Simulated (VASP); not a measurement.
# CdSe (R3m) in VASP: single point with PBEsol

Aim: the single point of CdSe with PBEsol.

All numbers are computed with VASP 6.6.1; they aren't measurements. Logs are shortened: lines on timing, memory, paths and dates and some standing lists are left out, and cuts for length are marked.

### Step 1. The cell of the first run

It takes space group R3m (No. 160, trigonal). Conventional cell: a = 4.236 Å, b = 4.236 Å, c = 10.677 Å, α = 90.00°, β = 90.00°, γ = 120.00°. Cd (site symmetry 3m) has 4 Se at 2.62 to 2.63 Å within 3.5 Å. Se (site symmetry 3m) has 4 Cd at 2.62 to 2.63 Å within 3.5 Å.

### Step 2. Single point, PBEsol

Input file INCAR:

```
PREC = Accurate ; ENCUT = 500
EDIFF = 1E-6 ; ISMEAR = 0
SIGMA = 0.01 ; LREAL = F
LASPH = T ; NELM = 120
ALGO = Normal ; ISIF = 2
LWAVE = F ; LCHARG = F
GGA = PS ; NBANDS = 16
GGA_COMPAT = F
```

Input file KPOINTS:

```
regular mesh
0
Gamma
  6 6 6
```

Input file POSCAR:

```
CdSe
1.0
    0.0577224383      3.0531794975      3.0531794975
    3.0531794975      0.0577224383      3.0531794975
    3.0531794975      3.0531794975      0.0577224383
Cd Se
1 1
Direct
    0.0020327625      0.0020327625      0.0020327625
    0.2479672375      0.2479672375      0.2479672375
```

Potentials or basis: VASP PAW PBE potentials, release 64 (Cd, Se).

On the command line:

```console
$ cat potpaw_PBE.64/Cd/POTCAR potpaw_PBE.64/Se/POTCAR > POTCAR
$ mpirun -np 1 vasp_std > vasp.out
```

OUTCAR:

```text
PREC = Accurate
   ENCUT = 500
   EDIFF = 1E-6
   ISMEAR = 0
   LREAL = F
   LASPH = T
   NELM = 120
   ISIF = 2
   GGA = PS

 ion  position               nearest neighbor table
   1  0.002  0.002  0.002-   2 2.62   2 2.62   2 2.62   2 2.63
   2  0.248  0.248  0.248-   1 2.62   1 2.62   1 2.62   1 2.63

  LATTYP: Found a trigonal (rhomboedric) cell.
 ALAT       =     4.3182336629
 COS(alpha) =     0.5188129629

  Lattice vectors:

 A1 = (   0.0577224383,   3.0531794975,   3.0531794975)
 A2 = (   3.0531794975,   0.0577224383,   3.0531794975)
 A3 = (   3.0531794975,   3.0531794975,   0.0577224383)

Analysis of symmetry for initial positions (statically):
=====================================================================
 Subroutine PRICEL returns:
 Original cell was already a primitive cell.

 Routine SETGRP: Setting up the symmetry group for a
 trigonal (rhombohedral) supercell.

 Subroutine GETGRP returns: Found  6 space group operations
 (whereof  6 operations were pure point group operations)
 out of a pool of 12 trial point group operations.

The static configuration has the point symmetry C_3v.

Analysis of symmetry for dynamics (positions and initial velocities):
=====================================================================
 Subroutine PRICEL returns:
 Original cell was already a primitive cell.

 Routine SETGRP: Setting up the symmetry group for a
 trigonal (rhombohedral) supercell.

 Subroutine GETGRP returns: Found  6 space group operations
 (whereof  6 operations were pure point group operations)
 out of a pool of 12 trial point group operations.

The dynamic configuration has the point symmetry C_3v.

 Subroutine INISYM returns: Found  6 space group operations
 (whereof  6 operations are pure point group operations),
 and found     1 'primitive' translations

----------------------------------------------------------------------------------------

                                     Primitive cell

  volume of cell :      55.3088

  direct lattice vectors                    reciprocal lattice vectors
     0.057722438  3.053179497  3.053179497    -0.168482522  0.165356348  0.165356348
     3.053179497  0.057722438  3.053179497     0.165356348 -0.168482522  0.165356348
     3.053179497  3.053179497  0.057722438     0.165356348  0.165356348 -0.168482522

  length of vectors
     4.318233663  4.318233663  4.318233663     0.288221796  0.288221796  0.288221796

  position of ions in fractional coordinates (direct lattice)
     0.002032763  0.002032763  0.002032763
     0.247967237  0.247967237  0.247967237

  ion indices of the primitive-cell ions
   primitive index   ion index
                 1           1
                 2           2

----------------------------------------------------------------------------------------

 KPOINTS: regular mesh

Automatic generation of k-mesh.
 Grid dimensions read from file:
 generate k-points for:    6    6    6

 Generating k-lattice:

  Cartesian coordinates                     Fractional coordinates (reciprocal lattice)
    -0.028080420  0.027559391  0.027559391     0.166666667  0.000000000  0.000000000
     0.027559391 -0.028080420  0.027559391     0.000000000  0.166666667  0.000000000
     0.027559391  0.027559391 -0.028080420     0.000000000  0.000000000  0.166666667

  Length of vectors
     0.048036966  0.048036966  0.048036966

  Shift w.r.t. Gamma in fractional coordinates (k-lattice)
     0.000000000  0.000000000  0.000000000

 Subroutine IBZKPT returns following result:
 ===========================================

 Found     32 irreducible k-points:

 Following reciprocal coordinates:
            Coordinates               Weight
  0.000000  0.000000  0.000000      1.000000
  0.166667  0.000000  0.000000      6.000000
  0.333333  0.000000  0.000000      6.000000
  0.500000  0.000000  0.000000      3.000000
  0.166667  0.166667 -0.000000      6.000000
  0.333333  0.166667  0.000000     12.000000
[... 16 lines left out ...]
  0.500000  0.500000  0.166667      6.000000
 -0.333333  0.500000  0.166667     12.000000
 [... further k-points ...]
   k-points           NKPTS =     32   k-points in BZ     NKDIM =     32   number of bands    NBANDS=     16
   number of dos      NEDOS =    301   number of ions     NIONS =      2
   total plane-waves  NPLWV =  32768
   dimension x,y,z NGX =    32 NGY =   32 NGZ =   32
   dimension x,y,z NGXF=    64 NGYF=   64 NGZF=   64
   ions per type =               1   1
   NGX,Y,Z   is equivalent  to a cutoff of  12.32, 12.32, 12.32 a.u.
   NGXF,Y,Z  is equivalent  to a cutoff of  24.64, 24.64, 24.64 a.u.
 SYSTEM =  unknown system
   PREC   = accura    normal or accurate (medium, high low for compatibility)
   ISTART =      0    job   : 0-new  1-cont  2-samecut
   ICHARG =      2    charge: 1-file 2-atom 10-const
   ISPIN  =      1    spin polarized calculation?
   LNONCOLLINEAR =      F non collinear calculations
   LSORBIT =      F    spin-orbit coupling
   LASPH  =      T    aspherical Exc in radial PAW
   ENCUT  =  500.0 eV  36.75 Ry    6.06 a.u.   7.87  7.87  7.87*2*pi/ulx,y,z
   NELM   =    120;   NELMIN=  2; NELMDL= -5     # of ELM steps
   EDIFF  = 0.1E-05   stopping-criterion for ELM
   LREAL  =      F    real-space projection
   EDIFFG = 0.1E-04   stopping-criterion for IOM
   NSW    =      0    number of steps for IOM
   IBRION =     -1    ionic relax: 0-MD 1-quasi-New 2-CG
   NFREE  =      0    steps in history (QN), initial steepest desc. (CG)
   ISIF   =      2    stress and relaxation
   ISYM   =      2    0-nonsym 1-usesym 2-fastsym
   POTIM  = 0.5000    time-step for ionic-motion
   TEBEG  =    0.0;   TEEND  =   0.0 temperature during run
   PSTRESS=    0.0 pullay stress
   NELECT =      18.0000    total number of electrons
   NUPDOWN=      -1.0000    fix difference up-down
   EMIN   =  10.00;   EMAX   =-10.00  energy-range for DOS
   EFERMI =   0.00;   METHOD = LEGACY
   ISMEAR =     0;   SIGMA  =   0.01  broadening in eV -4-tet -1-fermi 0-gaus
   EFERMI_NEDOS =   21; number of points for ismear=-14 and -15
   IALGO  =     38    algorithm
   IMIX   =      4    mixing-type and parameters
     AMIX     =   0.40;   BMIX     =  1.00
     AMIX_MAG =   1.60;   BMIX_MAG =  1.00
  volume/ion in A,a.u.               =      27.65       186.62
  Fermi-wavevector in a.u.,A,eV,Ry     =   1.126075  2.127974 17.252811  1.268046
  Thomas-Fermi vector in A             =   2.262756
   LORBIT       =      0    0 simple, 1 ext, 2 COOP (PROOUT), +10 PAW based schemes
   GGA     = PS    functional components
   LHFCALC =     F    Hartree Fock is set to
   AEXX    =    0.0000 exact exchange contribution
   IVDW    =     0    specifies the selected vdW correction
   LEPSILON=     F    determine dielectric tensor
   LRPA    =     F    only Hartree local field effects (RPA)
 non-spin polarized calculation
 Gauss-broadening in eV      SIGMA  =   0.01
  energy-cutoff  :      500.00
  volume of cell :       55.31
 maximum number of plane-waves:      1428
   NGX = 15   NGY = 15   NGZ = 15

 number of electron      17.9999997 magnetization

 Free energy of the ion-electron system (eV)
  ---------------------------------------------------
  ext. energy  EPLUGINS =         0.00000000
  ---------------------------------------------------
  free energy    TOTEN  =        -6.16353852 eV

  energy without entropy =       -6.16353852  energy(sigma->0) =       -6.16353852

 E-fermi :   1.0689     XC(G=0):  -9.1767

 val. band max:        0.9980922464   @ k =   0.0000   0.0000   0.0000
 cond. band min:       1.4586120633   @ k =   0.0000   0.0000   0.0000
 fundamental gap:      0.4605198168
 Fermi energy:         1.0689374474

 k-point     1 :       0.0000    0.0000    0.0000
  band No.  band energies     occupation
      1     -11.7662      2.00000
      2      -7.0349      2.00000
      3      -7.0183      2.00000
      4      -7.0183      2.00000
      5      -6.6257      2.00000
      6      -6.6257      2.00000
[... 8 lines left out ...]
     15      12.0538      0.00000
     16      12.0538      0.00000

 k-point     2 :       0.1667    0.0000    0.0000
  band No.  band energies     occupation
      1     -11.6671      2.00000
      2      -7.0022      2.00000
      3      -6.9887      2.00000
      4      -6.9309      2.00000
      5      -6.6282      2.00000
      6      -6.6254      2.00000
[... 8 lines left out ...]
     15      11.0834      0.00000
     16      11.3252      0.00000

 k-point     3 :       0.3333    0.0000    0.0000
  band No.  band energies     occupation
      1     -11.4655      2.00000
      2      -6.9474      2.00000
      3      -6.9411      2.00000
      4      -6.6271      2.00000
      5      -6.6098      2.00000
      6      -6.6089      2.00000
[... 8 lines left out ...]
     15      11.2689      0.00000
     16      11.6536      0.00000

 k-point     4 :       0.5000    0.0000    0.0000
  band No.  band energies     occupation
      1     -11.3636      2.00000
      2      -6.9275      2.00000
      3      -6.9251      2.00000
      4      -6.6063      2.00000
      5      -6.5925      2.00000
      6      -6.3080      2.00000
[... 8 lines left out ...]
     15      12.7589      0.00000
     16      13.3785      0.00000
[... 324 lines left out ...]
 k-point    22 :      -0.1667    0.3333    0.1667
  band No.  band energies     occupation
      1     -11.3366      2.00000
      2      -6.8733      2.00000
      3      -6.8625      2.00000
      4      -6.7038      2.00000
      5      -6.5963      2.00000
      6      -6.3722      2.00000
[... 8 lines left out ...]
     15      13.1845      0.00000
     16      14.2275      0.00000

 k-point    23 :       0.5000    0.5000    0.1667
  band No.  band energies     occupation
      1     -11.2809      2.00000
      2      -6.8441      2.00000
      3      -6.7873      2.00000
      4      -6.7347      2.00000
      5      -6.5806      2.00000
      6      -6.2846      2.00000
[... 8 lines left out ...]
     15      13.3745      0.00000
     16      13.9626      0.00000

 k-point    24 :      -0.3333    0.5000    0.1667
  band No.  band energies     occupation
      1     -11.2449      2.00000
      2      -6.8320      2.00000
      3      -6.8026      2.00000
      4      -6.6945      2.00000
      5      -6.5963      2.00000
      6      -6.1502      2.00000
[... 8 lines left out ...]
     15      13.7133      0.00000
     16      13.8068      0.00000

 [... further k-points ...]

------------------------ aborting loop because EDIFF is reached ----------------------------------------

  FORCE on cell =-STRESS in cart. coord.  units (eV):
  Direction    XX          YY          ZZ          XY          YZ          ZX
  --------------------------------------------------------------------------------------
  -------------------------------------------------------------------------------------
  Total        0.4307917      0.4307917      0.4307917     -0.1501626     -0.1501626     -0.1501626
  in kB       12.4791025     12.4791025     12.4791025     -4.3498846     -4.3498846     -4.3498846
  external PRESSURE =      12.4791025 kB  Pullay stress =       0.0000000 kB

 VOLUME and BASIS-vectors are now :
 -----------------------------------------------------------------------------
  energy-cutoff  :      500.00
  volume of cell :       55.31
      direct lattice vectors                 reciprocal lattice vectors
     0.057722438  3.053179497  3.053179497    -0.168482522  0.165356348  0.165356348
     3.053179497  0.057722438  3.053179497     0.165356348 -0.168482522  0.165356348
     3.053179497  3.053179497  0.057722438     0.165356348  0.165356348 -0.168482522

 POSITION                                       TOTAL-FORCE (eV/Angst)
 -----------------------------------------------------------------------------------
      0.01253      0.01253      0.01253         0.001514      0.001514      0.001514
      1.52849      1.52849      1.52849        -0.001514     -0.001514     -0.001514
 -----------------------------------------------------------------------------------
    total drift:                                0.000299      0.000299      0.000299

  FREE ENERGIE OF THE ION-ELECTRON SYSTEM (eV)
  ---------------------------------------------------
  free  energy   TOTEN  =        -6.1635385205 eV

  energy  without entropy=       -6.1635385205  energy(sigma->0) =       -6.16353852
```

Wall time 19 s (1 thread of Intel Xeon Platinum 8488C (Sapphire Rapids), shared host); peak memory 0.18 GiB.

Results:

```yaml
Free_energy: -6.1635 eV
Pressure: 1.2 GPa
Band_gap_on_the_k_mesh: 0.46 eV
```

Forces on the atoms (eV/Å):
```
Cd   0.002  0.002  0.002
Se  -0.002 -0.002 -0.002
```

Caveat: the PAW data sets were made with another functional, which shifts forces and pressure a little.
